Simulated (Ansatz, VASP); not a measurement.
# HfC: VASP beside Ansatz

```
CELL_PARAMETERS angstrom
2.90089 0.00000 0.00000
0.00000 2.90089 0.00000
0.00000 0.00000 2.90089
ATOMIC_POSITIONS crystal
Hf 0.00000 0.00000 0.00000
C 0.50000 0.50000 0.50000
```

Alike in both runs: task single point; functional PBE; k mesh 12 × 12 × 12; occupations gaussian, width 0.05 eV; no spin polarisation.

|  | VASP | Ansatz |
| --- | --- | --- |
| version | VASP 6.6.1 | Ansatz 0.2.0 |
| potentials or method | VASP PAW PBE potentials, release 64 (Hf_pv, C), cutoff 520 eV | scalar-relativistic, plane waves, PAW |
| valence electrons in the cell | 14 | 30 |

Ansatz gave:

- gap on the k mesh at the Fermi level (eV): none
- pressure (GPa): 0.0

Task: Estimate VASP's values.

Result: gap on the k mesh at the Fermi level (eV): none; pressure (GPa): -1.4.

A gap of «none» marks a metal or a gap that the smearing closes. VASP's potentials hold 14 valence electrons a cell and Ansatz's 30, so a difference there can come from the potentials and not from the codes.

Neither program's run includes spin-orbit coupling.
